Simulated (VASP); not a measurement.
# Ir (I4/mmm) in VASP: further runs, part 2 of 2

VASP 6.6.1. The steps go on from the part before.

## 3. Single point, PBE (14.49 Å³/atom)

INCAR reads:

```
ALGO = Normal
EDIFF = 1E-7
ENCUT = 520
GGA = PE
ISIF = 2
ISMEAR = 0
LASPH = True
LCHARG = False
LREAL = False
LWAVE = False
NBANDS = 10
NELM = 80
PREC = Accurate
SIGMA = 0.15
```

KPOINTS reads:

```
k-points
0
Gamma
  22 22 22
```

POSCAR reads:

```
Ir
1.0
    0.0000000000      2.2199760308      1.4705121228
    2.2199760308      0.0000000000      1.4705121228
    2.2199760308      2.2199760308      0.0000000000
Ir
1
Direct
    0.0000000000      0.0000000000      0.0000000000
```

Potentials or basis: VASP PAW PBE potentials, release 64 (Ir).

Command:

```
> cat potpaw_PBE.64/Ir/POTCAR > POTCAR
> mpirun -np 1 vasp_std > vasp.out
```

OUTCAR:

```text
EDIFF = 1E-7
   ENCUT = 520
   GGA = PE
   ISIF = 2
   ISMEAR = 0
   LASPH = True
   LREAL = False
   NELM = 80
   PREC = Accurate

 ion  position               nearest neighbor table
   1  0.000  0.000  0.000-

  LATTYP: Found a body centered tetragonal cell.
 ALAT       =     3.1395202109
 C/A-ratio  =     0.9367750637

  Lattice vectors:

 A1 = (   0.0000000000,  -2.2199760308,  -1.4705121228)
 A2 = (   0.0000000000,   2.2199760308,  -1.4705121228)
 A3 = (   2.2199760308,   0.0000000000,   1.4705121228)

Analysis of symmetry for initial positions (statically):
=====================================================================
 Subroutine PRICEL returns:
 Original cell was already a primitive cell.

 Routine SETGRP: Setting up the symmetry group for a
 body centered tetragonal supercell.

 Subroutine GETGRP returns: Found 16 space group operations
 (whereof 16 operations were pure point group operations)
 out of a pool of 16 trial point group operations.

The static configuration has the point symmetry D_4h.

Analysis of symmetry for dynamics (positions and initial velocities):
=====================================================================
 Subroutine PRICEL returns:
 Original cell was already a primitive cell.

 Routine SETGRP: Setting up the symmetry group for a
 body centered tetragonal supercell.

 Subroutine GETGRP returns: Found 16 space group operations
 (whereof 16 operations were pure point group operations)
 out of a pool of 16 trial point group operations.

The dynamic configuration has the point symmetry D_4h.

 Subroutine INISYM returns: Found 16 space group operations
 (whereof 16 operations are pure point group operations),
 and found     1 'primitive' translations

----------------------------------------------------------------------------------------

                                     Primitive cell

[... 105 lines left out ...]
   IALGO  =     38    algorithm
   IMIX   =      4    mixing-type and parameters
     AMIX     =   0.40;   BMIX     =  1.00
     AMIX_MAG =   1.60;   BMIX_MAG =  1.00
  volume/ion in A,a.u.               =      14.49        97.81
  Fermi-wavevector in a.u.,A,eV,Ry     =   1.396660  2.639304 26.540319  1.950658
  Thomas-Fermi vector in A             =   2.519992
   LORBIT       =      0    0 simple, 1 ext, 2 COOP (PROOUT), +10 PAW based schemes
   GGA     = PE    functional components
   LHFCALC =     F    Hartree Fock is set to
   AEXX    =    0.0000 exact exchange contribution
   IVDW    =     0    specifies the selected vdW correction
   LEPSILON=     F    determine dielectric tensor
   LRPA    =     F    only Hartree local field effects (RPA)
 non-spin polarized calculation
 Gauss-broadening in eV      SIGMA  =   0.15
  energy-cutoff  :      520.00
  volume of cell :       14.49
 maximum number of plane-waves:       405
   NGX =  9   NGY =  9   NGZ = 11

 number of electron       8.9999999 magnetization

 Free energy of the ion-electron system (eV)
  ---------------------------------------------------
  ext. energy  EPLUGINS =         0.00000000
  ---------------------------------------------------
  free energy    TOTEN  =        -8.27865415 eV

  energy without entropy =       -8.25626318  energy(sigma->0) =       -8.26745866

 E-fermi :   9.7164     XC(G=0): -13.8259

 val. band max:        9.7155630501   @ k =  -0.2727   0.0909   0.0000
 cond. band min:       9.7167653977   @ k =   0.0000   0.0000   0.0000
 fundamental gap:      0.0012023476
 Fermi energy:         9.7163982047

 k-point     1 :       0.0000    0.0000    0.0000
  band No.  band energies     occupation
      1      -0.8607      2.00000
      2       5.7470      2.00000
      3       6.4024      2.00000
      4       6.4024      2.00000
      5       8.5720      2.00000
      6       9.7168      0.99724
      7      26.2508      0.00000
      8      26.2508      0.00000
      9      27.7511      0.00000
     10      37.2393      0.00000
[... 287 lines left out ...]
 k-point    24 :      -0.4545    0.0455    0.0000
  band No.  band energies     occupation
      1       2.3753      2.00000
      2       4.2205      2.00000
      3       8.5160      2.00000
      4       9.0841      2.00000
      5      10.7797      0.00000
      6      11.8356      0.00000
      7      18.5260      0.00000
      8      23.0321      0.00000
      9      26.2914      0.00000
     10      34.7987      0.00000

 [... further k-points ...]
[... 5 lines left out ...]
  --------------------------------------------------------------------------------------
  -------------------------------------------------------------------------------------
  Total        2.0109042      2.0109042     -0.7762322      0.0000000     -0.0000000      0.0000000
  in kB      222.2832777    222.2832777    -85.8039035      0.0000000     -0.0000000      0.0000000
  external PRESSURE =     119.5875506 kB  Pullay stress =       0.0000000 kB

 VOLUME and BASIS-vectors are now :
 -----------------------------------------------------------------------------
  energy-cutoff  :      520.00
  volume of cell :       14.49
      direct lattice vectors                 reciprocal lattice vectors
     0.000000000  2.219976031  1.470512123    -0.225227657  0.225227657  0.340017598
     2.219976031  0.000000000  1.470512123     0.225227657 -0.225227657  0.340017598
     2.219976031  2.219976031  0.000000000     0.225227657  0.225227657 -0.340017598

 POSITION                                       TOTAL-FORCE (eV/Angst)
 -----------------------------------------------------------------------------------
      0.00000      0.00000      0.00000         0.000000      0.000000      0.000000
 -----------------------------------------------------------------------------------
    total drift:                               -0.000000     -0.000000      0.000000

  FREE ENERGIE OF THE ION-ELECTRON SYSTEM (eV)
  ---------------------------------------------------
  free  energy   TOTEN  =        -8.2786541492 eV

  energy  without entropy=       -8.2562631806  energy(sigma->0) =       -8.26745866
```

OSZICAR:

```text
N       E                     dE             d eps       ncg     rms          rms(c)
DAV:   1     0.483264183805E+02    0.48326E+02   -0.43684E+03 16792   0.815E+02
DAV:   2    -0.783334023011E+01   -0.56160E+02   -0.53588E+02 17086   0.195E+02
DAV:   3    -0.875005651219E+01   -0.91672E+00   -0.91084E+00 19172   0.302E+01
DAV:   4    -0.875880033530E+01   -0.87438E-02   -0.87420E-02 18990   0.279E+00
DAV:   5    -0.875897948787E+01   -0.17915E-03   -0.17915E-03 19286   0.385E-01    0.151E+01
DAV:   6    -0.835764778421E+01    0.40133E+00   -0.69922E-01 18608   0.100E+01    0.673E+00
DAV:   7    -0.828384126616E+01    0.73807E-01   -0.23695E-01 19612   0.534E+00    0.172E+00
DAV:   8    -0.827894546197E+01    0.48958E-02   -0.70980E-03 18472   0.118E+00    0.478E-01
DAV:   9    -0.827864805719E+01    0.29740E-03   -0.14422E-04 18522   0.154E-01    0.340E-02
DAV:  10    -0.827865325773E+01   -0.52005E-05   -0.45968E-06 19714   0.207E-02    0.531E-03
DAV:  11    -0.827865430740E+01   -0.10497E-05   -0.37047E-07 19338   0.647E-03    0.193E-03
DAV:  12    -0.827865414910E+01    0.15831E-06   -0.23983E-08  9644   0.211E-03    0.124E-04
DAV:  13    -0.827865414923E+01   -0.13279E-09   -0.11145E-09  9100   0.400E-04
   1 F= -.82786541E+01 E0= -.82674587E+01  d E =-.223910E-01
```

Wall time 58 s (1 thread of Intel Xeon Platinum 8559C (Emerald Rapids), shared host); peak memory 0.25 GiB.

What came out:

```yaml
Free_energy: -8.2787 eV
Pressure: 12.0 GPa
Band_gap_on_the_k_mesh: zero (an odd number of electrons rules out a gap without spin polarisation)
```

Caveat: the cell stands under pressure; spin-orbit coupling is left out, which moves the levels of the heavy elements.
